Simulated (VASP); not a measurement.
# Rh (Fm-3m) in VASP: single point with PBE

Aim: the single point of Rh with PBE.

All numbers are computed with VASP 6.6.1; they aren't measurements. Logs are shortened: lines on timing, memory, paths and dates and some standing lists are left out, and cuts for length are marked.

## (1) The cell of the first run

Symmetry: Fm-3m, No. 225, cubic system. Conventional cell: a = 3.796 Å, b = 3.796 Å, c = 3.796 Å, α = 90.00°, β = 90.00°, γ = 90.00°. Rh (site symmetry m-3m) has 12 Rh at 2.68 Å within 3.5 Å.

## (2) Single point, PBE

File INCAR:

```
SYSTEM = Rh
ALGO = Normal
EDIFF = 1E-6
ENCUT = 500
GGA = PE
GGA_COMPAT = .False.
ISIF = 2
ISMEAR = 1
LASPH = .True.
LCHARG = .True.
LELF = .True.
LREAL = .False.
LVHAR = .True.
LWAVE = .False.
NBANDS = 14
NELM = 120
PREC = Accurate
SIGMA = 0.1
```

File KPOINTS:

```
k-points
0
Gamma
  9 9 9
  0 0 0
```

File POSCAR:

```
Rh
1.0
    0.0000000000      1.8978500000      1.8978500000
    1.8978500000      0.0000000000      1.8978500000
    1.8978500000      1.8978500000      0.0000000000
Rh
1
Direct
    0.0000000000      0.0000000000      0.0000000000
```

Potentials or basis: VASP PAW PBE potentials, release 64 (Rh_pv).

The run is started by

```
> cat potpaw_PBE.64/Rh_pv/POTCAR > POTCAR
> mpirun -np 1 vasp_std > vasp.out
```

OUTCAR:

```text
SYSTEM = Rh
   EDIFF = 1E-6
   ENCUT = 500
   GGA = PE
   ISIF = 2
   ISMEAR = 1
   LASPH = .True.
   LREAL = .False.
   NELM = 120
   PREC = Accurate

 ion  position               nearest neighbor table
   1  0.000  0.000  0.000-

  LATTYP: Found a face centered cubic cell.
 ALAT       =     3.7957000000

  Lattice vectors:

 A1 = (   0.0000000000,   1.8978500000,   1.8978500000)
 A2 = (   1.8978500000,   0.0000000000,   1.8978500000)
 A3 = (   1.8978500000,   1.8978500000,   0.0000000000)

Analysis of symmetry for initial positions (statically):
=====================================================================
 Subroutine PRICEL returns:
 Original cell was already a primitive cell.

 Routine SETGRP: Setting up the symmetry group for a
 face centered cubic supercell.

 Subroutine GETGRP returns: Found 48 space group operations
 (whereof 48 operations were pure point group operations)
 out of a pool of 48 trial point group operations.

The static configuration has the point symmetry O_h .

Analysis of symmetry for dynamics (positions and initial velocities):
=====================================================================
 Subroutine PRICEL returns:
 Original cell was already a primitive cell.

 Routine SETGRP: Setting up the symmetry group for a
 face centered cubic supercell.

 Subroutine GETGRP returns: Found 48 space group operations
 (whereof 48 operations were pure point group operations)
 out of a pool of 48 trial point group operations.

The dynamic configuration has the point symmetry O_h .

 Subroutine INISYM returns: Found 48 space group operations
 (whereof 48 operations are pure point group operations),
 and found     1 'primitive' translations

----------------------------------------------------------------------------------------

                                     Primitive cell

  volume of cell :      13.6715

  direct lattice vectors                    reciprocal lattice vectors
     0.000000000  1.897850000  1.897850000    -0.263456016  0.263456016  0.263456016
     1.897850000  0.000000000  1.897850000     0.263456016 -0.263456016  0.263456016
     1.897850000  1.897850000  0.000000000     0.263456016  0.263456016 -0.263456016

  length of vectors
     2.683965209  2.683965209  2.683965209     0.456319205  0.456319205  0.456319205

  position of ions in fractional coordinates (direct lattice)
     0.000000000  0.000000000  0.000000000

  ion indices of the primitive-cell ions
   primitive index   ion index
                 1           1

----------------------------------------------------------------------------------------

 KPOINTS: k-points

Automatic generation of k-mesh.
 Grid dimensions read from file:
 generate k-points for:    9    9    9

 Generating k-lattice:

  Cartesian coordinates                     Fractional coordinates (reciprocal lattice)
    -0.029272891  0.029272891  0.029272891     0.111111111  0.000000000  0.000000000
     0.029272891 -0.029272891  0.029272891     0.000000000  0.111111111  0.000000000
     0.029272891  0.029272891 -0.029272891     0.000000000  0.000000000  0.111111111

  Length of vectors
     0.050702134  0.050702134  0.050702134

  Shift w.r.t. Gamma in fractional coordinates (k-lattice)
     0.000000000  0.000000000  0.000000000

 Subroutine IBZKPT returns following result:
 ===========================================

 Found     35 irreducible k-points:

 Following reciprocal coordinates:
            Coordinates               Weight
  0.000000  0.000000  0.000000      1.000000
  0.111111  0.000000  0.000000      8.000000
  0.222222  0.000000  0.000000      8.000000
  0.333333  0.000000  0.000000      8.000000
  0.444444  0.000000  0.000000      8.000000
  0.111111  0.111111  0.000000      6.000000
[... 16 lines left out ...]
 -0.333333  0.333333  0.000000     12.000000
  0.444444  0.444444  0.000000      6.000000
 [... further k-points ...]
   k-points           NKPTS =     35   k-points in BZ     NKDIM =     35   number of bands    NBANDS=     14
   number of dos      NEDOS =    301   number of ions     NIONS =      1
   total plane-waves  NPLWV =   8000
   dimension x,y,z NGX =    20 NGY =   20 NGZ =   20
   dimension x,y,z NGXF=    40 NGYF=   40 NGZF=   40
   ions per type =               1
   NGX,Y,Z   is equivalent  to a cutoff of  12.39, 12.39, 12.39 a.u.
   NGXF,Y,Z  is equivalent  to a cutoff of  24.78, 24.78, 24.78 a.u.
 SYSTEM =  Rh
   PREC   = accura    normal or accurate (medium, high low for compatibility)
   ISTART =      0    job   : 0-new  1-cont  2-samecut
   ICHARG =      2    charge: 1-file 2-atom 10-const
   ISPIN  =      1    spin polarized calculation?
   LNONCOLLINEAR =      F non collinear calculations
   LSORBIT =      F    spin-orbit coupling
   LASPH  =      T    aspherical Exc in radial PAW
   ENCUT  =  500.0 eV  36.75 Ry    6.06 a.u.   4.89  4.89  4.89*2*pi/ulx,y,z
   NELM   =    120;   NELMIN=  2; NELMDL= -5     # of ELM steps
   EDIFF  = 0.1E-05   stopping-criterion for ELM
   LREAL  =      F    real-space projection
   EDIFFG = 0.1E-04   stopping-criterion for IOM
   NSW    =      0    number of steps for IOM
   IBRION =     -1    ionic relax: 0-MD 1-quasi-New 2-CG
   NFREE  =      0    steps in history (QN), initial steepest desc. (CG)
   ISIF   =      2    stress and relaxation
   ISYM   =      2    0-nonsym 1-usesym 2-fastsym
   POTIM  = 0.5000    time-step for ionic-motion
   TEBEG  =    0.0;   TEEND  =   0.0 temperature during run
   PSTRESS=    0.0 pullay stress
   NELECT =      15.0000    total number of electrons
   NUPDOWN=      -1.0000    fix difference up-down
   EMIN   =  10.00;   EMAX   =-10.00  energy-range for DOS
   EFERMI =   0.00;   METHOD = LEGACY
   ISMEAR =     1;   SIGMA  =   0.10  broadening in eV -4-tet -1-fermi 0-gaus
   EFERMI_NEDOS =   21; number of points for ismear=-14 and -15
   IALGO  =     38    algorithm
   IMIX   =      4    mixing-type and parameters
     AMIX     =   0.40;   BMIX     =  1.00
     AMIX_MAG =   1.60;   BMIX_MAG =  1.00
  volume/ion in A,a.u.               =      13.67        92.26
  Fermi-wavevector in a.u.,A,eV,Ry     =   1.688496  3.190795 38.790465  2.851019
  Thomas-Fermi vector in A             =   2.770792
   LORBIT       =      0    0 simple, 1 ext, 2 COOP (PROOUT), +10 PAW based schemes
   GGA     = PE    functional components
   LHFCALC =     F    Hartree Fock is set to
   AEXX    =    0.0000 exact exchange contribution
   IVDW    =     0    specifies the selected vdW correction
   LEPSILON=     F    determine dielectric tensor
   LRPA    =     F    only Hartree local field effects (RPA)
 non-spin polarized calculation
 Methfessel and Paxton  Order N= 1 SIGMA  =   0.10
  energy-cutoff  :      500.00
  volume of cell :       13.67
 maximum number of plane-waves:       353
   NGX =  9   NGY =  9   NGZ =  9

 number of electron      15.0000007 magnetization

 Free energy of the ion-electron system (eV)
  ---------------------------------------------------
  ext. energy  EPLUGINS =         0.00000000
  ---------------------------------------------------
  free energy    TOTEN  =        -7.24197871 eV

  energy without entropy =       -7.24090145  energy(sigma->0) =       -7.24161963

 E-fermi :  11.9304     XC(G=0): -14.0714

 val. band max:       11.8729972210   @ k =   0.3333   0.2222   0.0000
 cond. band min:      11.9352904991   @ k =  -0.3333   0.3333   0.0000
 fundamental gap:      0.0622932781
 Fermi energy:        11.9303975308

 k-point     1 :       0.0000    0.0000    0.0000
  band No.  band energies     occupation
      1     -34.4038      2.00000
      2     -34.4038      2.00000
      3     -34.4038      2.00000
      4       4.0071      2.00000
      5       8.8944      2.00000
      6       8.8944      2.00000
      7       8.8944      2.00000
      8      10.9874      2.00000
      9      10.9874      2.00000
     10      28.0117      0.00000
     11      32.4736      0.00000
     12      33.4876      0.00000
     13      33.4876      0.00000
     14      33.4876      0.00000

 k-point     2 :       0.1111    0.0000    0.0000
  band No.  band energies     occupation
      1     -34.4938      2.00000
      2     -34.4159      2.00000
      3     -34.4159      2.00000
      4       4.4921      2.00000
      5       8.6987      2.00000
      6       9.0723      2.00000
      7       9.0723      2.00000
      8      10.8996      2.00000
      9      10.8996      2.00000
     10      28.6839      0.00000
     11      31.3249      0.00000
     12      32.4752      0.00000
     13      34.2046      0.00000
     14      34.2046      0.00000

 k-point     3 :       0.2222    0.0000    0.0000
  band No.  band energies     occupation
      1     -34.7183      2.00000
      2     -34.4466      2.00000
      3     -34.4466      2.00000
      4       5.5843      2.00000
      5       8.6070      2.00000
      6       9.2747      2.00000
      7       9.2747      2.00000
      8      11.0149      2.00000
      9      11.0149      2.00000
     10      27.9966      0.00000
     11      29.6630      0.00000
     12      32.4742      0.00000
     13      36.0353      0.00000
     14      36.0353      0.00000
[... 324 lines left out ...]
 k-point    23 :      -0.3333    0.3333    0.0000
  band No.  band energies     occupation
      1     -34.9084      2.00000
      2     -34.9041      2.00000
      3     -34.5842      2.00000
      4       6.9023      2.00000
      5       7.8457      2.00000
      6       9.0596      2.00000
      7      10.7358      2.00000
      8      11.9353      0.91729
      9      18.6803      0.00000
     10      21.9714      0.00000
     11      24.0852      0.00000
     12      30.5976      0.00000
     13      32.1935      0.00000
     14      32.4835      0.00000

 k-point    24 :       0.4444    0.4444    0.0000
  band No.  band energies     occupation
      1     -35.0855      2.00000
      2     -34.6691      2.00000
      3     -34.6691      2.00000
      4       5.7172      2.00000
      5       6.0768      2.00000
      6      12.4788     -0.00000
      7      12.7949     -0.00000
      8      12.7949     -0.00000
      9      14.6238      0.00000
     10      25.1315      0.00000
     11      25.7365      0.00000
     12      25.7365      0.00000
     13      32.4667      0.00000
     14      34.9991      0.00000

 [... further k-points ...]
[... 5 lines left out ...]
  --------------------------------------------------------------------------------------
  -------------------------------------------------------------------------------------
  Total        0.6433251      0.6433251      0.6433251     -0.0000000     -0.0000000      0.0000000
  in kB       75.3920250     75.3920250     75.3920250     -0.0000000     -0.0000000      0.0000000
  external PRESSURE =      75.3920250 kB  Pullay stress =       0.0000000 kB

 VOLUME and BASIS-vectors are now :
 -----------------------------------------------------------------------------
  energy-cutoff  :      500.00
  volume of cell :       13.67
      direct lattice vectors                 reciprocal lattice vectors
     0.000000000  1.897850000  1.897850000    -0.263456016  0.263456016  0.263456016
     1.897850000  0.000000000  1.897850000     0.263456016 -0.263456016  0.263456016
     1.897850000  1.897850000  0.000000000     0.263456016  0.263456016 -0.263456016

 POSITION                                       TOTAL-FORCE (eV/Angst)
 -----------------------------------------------------------------------------------
      0.00000      0.00000      0.00000         0.000000      0.000000      0.000000
 -----------------------------------------------------------------------------------
    total drift:                               -0.000000     -0.000000     -0.000000

  FREE ENERGIE OF THE ION-ELECTRON SYSTEM (eV)
  ---------------------------------------------------
  free  energy   TOTEN  =        -7.2419787131 eV

  energy  without entropy=       -7.2409014546  energy(sigma->0) =       -7.24161963
```

Run time: 6.3 s. Hardware: 1 thread of AMD EPYC 9R45 (Zen 5), shared host; peak memory 0.09 GiB.

Results:

- Free energy: -7.2420 eV
- Pressure: 7.5 GPa
